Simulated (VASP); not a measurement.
# ZnSe (I-4m2) in VASP: further runs

Runs on ZnSe. Level: PBE. Tasks: single point.

Program: VASP 6.6.1. These are calculated values, not measurements. Logs are shortened: lines on timing, memory, paths and dates and some standing lists are left out, and cuts for length are marked.

## (1) The cell of the first run

Symmetry: I-4m2, No. 119, tetragonal system. The conventional cell has a = 3.729 Å, b = 3.729 Å, c = 5.732 Å, α = 90.00°, β = 90.00°, γ = 90.00°. Zn (site symmetry -4m2) has 4 Se at 2.35 Å within 3.1 Å. Within 3.1 Å of Se (site symmetry -4m2) lie 4 Zn at 2.35 Å.

## (2) Single point, PBE (strain -0.080 along x and y, +0.000 along z)

The input, INCAR:

```
ALGO = Normal
EDIFF = 1E-7
ENCUT = 520
GGA = PE
ISIF = 2
ISMEAR = 0
LASPH = T
LCHARG = F
LREAL = F
LWAVE = F
NBANDS = 16
NELM = 100
PREC = Accurate
SIGMA = 0.05
```

The input, KPOINTS:

```
k-points
0
Gamma
  8 8 8
```

The input, POSCAR:

```
ZnSe
1.0
    0.0000000000      2.6366465291      2.8659201403
    2.6366465291      0.0000000000      2.8659201403
    2.6366465291      2.6366465291      0.0000000000
Zn Se
1 1
Direct
    0.0000000000      0.0000000000      0.0000000000
    0.7500000000      0.7500000000      0.7500000000
```

Potentials or basis: VASP PAW PBE potentials, release 64 (Zn, Se).

Command:

```sh
$ cat potpaw_PBE.64/Zn/POTCAR potpaw_PBE.64/Se/POTCAR > POTCAR
$ mpirun -np 1 vasp_std > vasp.out
```

OUTCAR:

```text
EDIFF = 1E-7
   ENCUT = 520
   GGA = PE
   ISIF = 2
   ISMEAR = 0
   LASPH = T
   LREAL = F
   NELM = 100
   PREC = Accurate

 ion  position               nearest neighbor table
   1  0.000  0.000  0.000-   2 2.35   2 2.35   2 2.35   2 2.35
   2  0.750  0.750  0.750-   1 2.35   1 2.35   1 2.35   1 2.35

  LATTYP: Found a body centered tetragonal cell.
 ALAT       =     3.7287812806
 C/A-ratio  =     1.5371886547

  Lattice vectors:

 A1 = (  -2.6366465291,   0.0000000000,   2.8659201403)
 A2 = (   2.6366465291,   0.0000000000,   2.8659201403)
 A3 = (   0.0000000000,   2.6366465291,  -2.8659201403)

Analysis of symmetry for initial positions (statically):
=====================================================================
 Subroutine PRICEL returns:
 Original cell was already a primitive cell.

 Routine SETGRP: Setting up the symmetry group for a
 body centered tetragonal supercell.

 Subroutine GETGRP returns: Found  8 space group operations
 (whereof  8 operations were pure point group operations)
 out of a pool of 16 trial point group operations.

The static configuration has the point symmetry D_2d.

Analysis of symmetry for dynamics (positions and initial velocities):
=====================================================================
 Subroutine PRICEL returns:
 Original cell was already a primitive cell.

 Routine SETGRP: Setting up the symmetry group for a
 body centered tetragonal supercell.

 Subroutine GETGRP returns: Found  8 space group operations
 (whereof  8 operations were pure point group operations)
 out of a pool of 16 trial point group operations.

The dynamic configuration has the point symmetry D_2d.

 Subroutine INISYM returns: Found  8 space group operations
 (whereof  8 operations are pure point group operations),
 and found     1 'primitive' translations

----------------------------------------------------------------------------------------

                                     Primitive cell

  volume of cell :      39.8472

  direct lattice vectors                    reciprocal lattice vectors
     0.000000000  2.636646529  2.865920140    -0.189634824  0.189634824  0.174464038
     2.636646529  0.000000000  2.865920140     0.189634824 -0.189634824  0.174464038
     2.636646529  2.636646529  0.000000000     0.189634824  0.189634824 -0.174464038

  length of vectors
     3.894278260  3.894278260  3.728781281     0.319938171  0.319938171  0.319938171

  position of ions in fractional coordinates (direct lattice)
     0.000000000  0.000000000  0.000000000
     0.750000000  0.750000000  0.750000000

  ion indices of the primitive-cell ions
   primitive index   ion index
                 1           1
                 2           2

----------------------------------------------------------------------------------------

 KPOINTS: k-points

Automatic generation of k-mesh.
 Grid dimensions read from file:
 generate k-points for:    8    8    8

 Generating k-lattice:

  Cartesian coordinates                     Fractional coordinates (reciprocal lattice)
    -0.023704353  0.023704353  0.021808005     0.125000000 -0.000000000  0.000000000
     0.023704353 -0.023704353  0.021808005    -0.000000000  0.125000000  0.000000000
     0.023704353  0.023704353 -0.021808005     0.000000000  0.000000000  0.125000000

  Length of vectors
     0.039992271  0.039992271  0.039992271

  Shift w.r.t. Gamma in fractional coordinates (k-lattice)
     0.000000000  0.000000000  0.000000000

 Subroutine IBZKPT returns following result:
 ===========================================

 Found     59 irreducible k-points:

 Following reciprocal coordinates:
            Coordinates               Weight
  0.000000  0.000000  0.000000      1.000000
  0.125000 -0.000000  0.000000      8.000000
  0.250000 -0.000000  0.000000      8.000000
  0.375000 -0.000000  0.000000      8.000000
  0.500000 -0.000000  0.000000      4.000000
  0.125000  0.125000  0.000000      2.000000
[... 16 lines left out ...]
  0.250000 -0.000000  0.125000     16.000000
  0.375000 -0.000000  0.125000     16.000000
 [... further k-points ...]
   k-points           NKPTS =     59   k-points in BZ     NKDIM =     59   number of bands    NBANDS=     16
   number of dos      NEDOS =    301   number of ions     NIONS =      2
   total plane-waves  NPLWV =  25200
   dimension x,y,z NGX =    30 NGY =   30 NGZ =   28
   dimension x,y,z NGXF=    60 NGYF=   60 NGZF=   56
   ions per type =               1   1
   NGX,Y,Z   is equivalent  to a cutoff of  12.81, 12.81, 12.48 a.u.
   NGXF,Y,Z  is equivalent  to a cutoff of  25.61, 25.61, 24.97 a.u.
 SYSTEM =  unknown system
   PREC   = accura    normal or accurate (medium, high low for compatibility)
   ISTART =      0    job   : 0-new  1-cont  2-samecut
   ICHARG =      2    charge: 1-file 2-atom 10-const
   ISPIN  =      1    spin polarized calculation?
   LNONCOLLINEAR =      F non collinear calculations
   LSORBIT =      F    spin-orbit coupling
   LASPH  =      T    aspherical Exc in radial PAW
   ENCUT  =  520.0 eV  38.22 Ry    6.18 a.u.   7.24  7.24  6.93*2*pi/ulx,y,z
   NELM   =    100;   NELMIN=  2; NELMDL= -5     # of ELM steps
   EDIFF  = 0.1E-06   stopping-criterion for ELM
   LREAL  =      F    real-space projection
   EDIFFG = 0.1E-05   stopping-criterion for IOM
   NSW    =      0    number of steps for IOM
   IBRION =     -1    ionic relax: 0-MD 1-quasi-New 2-CG
   NFREE  =      0    steps in history (QN), initial steepest desc. (CG)
   ISIF   =      2    stress and relaxation
   ISYM   =      2    0-nonsym 1-usesym 2-fastsym
   POTIM  = 0.5000    time-step for ionic-motion
   TEBEG  =    0.0;   TEEND  =   0.0 temperature during run
   PSTRESS=    0.0 pullay stress
   NELECT =      18.0000    total number of electrons
   NUPDOWN=      -1.0000    fix difference up-down
   EMIN   =  10.00;   EMAX   =-10.00  energy-range for DOS
   EFERMI =   0.00;   METHOD = LEGACY
   ISMEAR =     0;   SIGMA  =   0.05  broadening in eV -4-tet -1-fermi 0-gaus
   EFERMI_NEDOS =   21; number of points for ismear=-14 and -15
   IALGO  =     38    algorithm
   IMIX   =      4    mixing-type and parameters
     AMIX     =   0.40;   BMIX     =  1.00
     AMIX_MAG =   1.60;   BMIX_MAG =  1.00
  volume/ion in A,a.u.               =      19.92       134.45
  Fermi-wavevector in a.u.,A,eV,Ry     =   1.256125  2.373733 21.467970  1.577851
  Thomas-Fermi vector in A             =   2.389849
   LORBIT       =      0    0 simple, 1 ext, 2 COOP (PROOUT), +10 PAW based schemes
   GGA     = PE    functional components
   LHFCALC =     F    Hartree Fock is set to
   AEXX    =    0.0000 exact exchange contribution
   IVDW    =     0    specifies the selected vdW correction
   LEPSILON=     F    determine dielectric tensor
   LRPA    =     F    only Hartree local field effects (RPA)
 non-spin polarized calculation
 Gauss-broadening in eV      SIGMA  =   0.05
  energy-cutoff  :      520.00
  volume of cell :       39.85
 maximum number of plane-waves:      1090
 NGX is ok and might be reduce to    30
   NGX = 15   NGY = 15   NGZ = 13

 number of electron      18.0000003 magnetization

 Free energy of the ion-electron system (eV)
  ---------------------------------------------------
  ext. energy  EPLUGINS =         0.00000000
  ---------------------------------------------------
  free energy    TOTEN  =        -5.73187112 eV

  energy without entropy =       -5.73187112  energy(sigma->0) =       -5.73187112

 E-fermi :   3.1709     XC(G=0):  -9.9501

 val. band max:        2.9734415151   @ k =   0.0000   0.0000   0.0000
 cond. band min:       4.6694304410   @ k =   0.0000   0.0000   0.0000
 fundamental gap:      1.6959889259
 Fermi energy:         3.1709454040

 k-point     1 :       0.0000    0.0000    0.0000
  band No.  band energies     occupation
      1     -11.3471      2.00000
      2      -4.2991      2.00000
      3      -4.2496      2.00000
      4      -4.2496      2.00000
      5      -3.7909      2.00000
      6      -3.7591      2.00000
[... 8 lines left out ...]
     15      13.6983      0.00000
     16      14.9367      0.00000

 k-point     2 :       0.1250   -0.0000    0.0000
  band No.  band energies     occupation
      1     -11.2179      2.00000
      2      -4.2903      2.00000
      3      -4.2436      2.00000
      4      -4.2272      2.00000
      5      -3.7897      2.00000
      6      -3.7640      2.00000
[... 8 lines left out ...]
     15      14.2298      0.00000
     16      14.2948      0.00000

 k-point     3 :       0.2500   -0.0000    0.0000
  band No.  band energies     occupation
      1     -10.8776      2.00000
      2      -4.2593      2.00000
      3      -4.2042      2.00000
      4      -4.1766      2.00000
      5      -3.7773      2.00000
      6      -3.7706      2.00000
[... 8 lines left out ...]
     15      13.6879      0.00000
     16      14.1658      0.00000

 k-point     4 :       0.3750   -0.0000    0.0000
  band No.  band energies     occupation
      1     -10.4844      2.00000
      2      -4.2035      2.00000
      3      -4.1342      2.00000
      4      -4.0392      2.00000
      5      -3.7663      2.00000
      6      -3.7458      2.00000
[... 8 lines left out ...]
     15      14.6202      0.00000
     16      15.1463      0.00000
[... 324 lines left out ...]
 k-point    22 :       0.1250    0.0000    0.1250
  band No.  band energies     occupation
      1     -11.1662      2.00000
      2      -4.2775      2.00000
      3      -4.2654      2.00000
      4      -4.2099      2.00000
      5      -3.7861      2.00000
      6      -3.7673      2.00000
[... 8 lines left out ...]
     15      14.0336      0.00000
     16      14.9593      0.00000

 k-point    23 :       0.2500   -0.0000    0.1250
  band No.  band energies     occupation
      1     -10.8883      2.00000
      2      -4.2863      2.00000
      3      -4.2178      2.00000
      4      -4.1584      2.00000
      5      -3.7901      2.00000
      6      -3.7587      2.00000
[... 8 lines left out ...]
     15      14.1316      0.00000
     16      15.6523      0.00000

 k-point    24 :       0.3750   -0.0000    0.1250
  band No.  band energies     occupation
      1     -10.5049      2.00000
      2      -4.2137      2.00000
      3      -4.1596      2.00000
      4      -4.0888      2.00000
      5      -3.7726      2.00000
      6      -3.7324      2.00000
[... 8 lines left out ...]
     15      14.8972      0.00000
     16      15.8974      0.00000

 [... further k-points ...]
[... 5 lines left out ...]
  --------------------------------------------------------------------------------------
  -------------------------------------------------------------------------------------
  Total        3.7280095      3.7280095      3.0106275      0.0000000     -0.0000000      0.0000000
  in kB      149.8958774    149.8958774    121.0513701      0.0000000     -0.0000000      0.0000000
  external PRESSURE =     140.2810416 kB  Pullay stress =       0.0000000 kB

 VOLUME and BASIS-vectors are now :
 -----------------------------------------------------------------------------
  energy-cutoff  :      520.00
  volume of cell :       39.85
      direct lattice vectors                 reciprocal lattice vectors
     0.000000000  2.636646529  2.865920140    -0.189634824  0.189634824  0.174464038
     2.636646529  0.000000000  2.865920140     0.189634824 -0.189634824  0.174464038
     2.636646529  2.636646529  0.000000000     0.189634824  0.189634824 -0.174464038

 POSITION                                       TOTAL-FORCE (eV/Angst)
 -----------------------------------------------------------------------------------
      0.00000      0.00000      0.00000         0.000000      0.000000      0.000000
      3.95497      3.95497      4.29888         0.000000     -0.000000     -0.000000
 -----------------------------------------------------------------------------------
    total drift:                               -0.000008     -0.000008     -0.000013

  FREE ENERGIE OF THE ION-ELECTRON SYSTEM (eV)
  ---------------------------------------------------
  free  energy   TOTEN  =        -5.7318711228 eV

  energy  without entropy=       -5.7318711228  energy(sigma->0) =       -5.73187112
```

Run time: 35 s. Hardware: 1 thread of Intel Xeon Platinum 8488C (Sapphire Rapids), shared host; peak memory 0.18 GiB.

What came out:

- Free energy: -5.7319 eV
- Pressure: 14.0 GPa
- Band gap on the k mesh: 1.70 eV, direct

Stress tensor (GPa, compression positive):
```
14.99  0.00  0.00
 0.00 14.99  0.00
 0.00  0.00 12.11
```

Levels at points of the mesh, in eV from the valence-band top:
| k point | band 5 | band 6 | band 7 | band 8 | band 9 | band 10 | band 11 | band 12 | band 13 | band 14 |
| --- | --- | --- | --- | --- | --- | --- | --- | --- | --- | --- |
| (0.00, 0.00, 0.00) | -6.76 | -6.73 | -0.40 | 0.00 | 0.00 | 1.70 | 5.65 | 5.65 | 5.65 | 10.21 |
| (0.50, 0.00, 0.00) | -6.73 | -6.55 | -6.23 | -1.50 | -0.90 | 2.52 | 5.99 | 6.60 | 8.79 | 11.46 |
| (0.50, 0.50, 0.00) | -6.68 | -6.61 | -5.80 | -2.47 | -2.47 | 2.87 | 3.82 | 11.04 | 12.11 | 12.11 |
| (0.50, 0.00, 0.50) | -6.69 | -6.48 | -5.28 | -3.07 | -2.87 | 2.37 | 3.01 | 11.28 | 11.81 | 12.05 |

Caveat: the cell differs from its parent crystal (strain -0.080 along x and y, +0.000 along z).

(Part 1 of 2 ends here.)
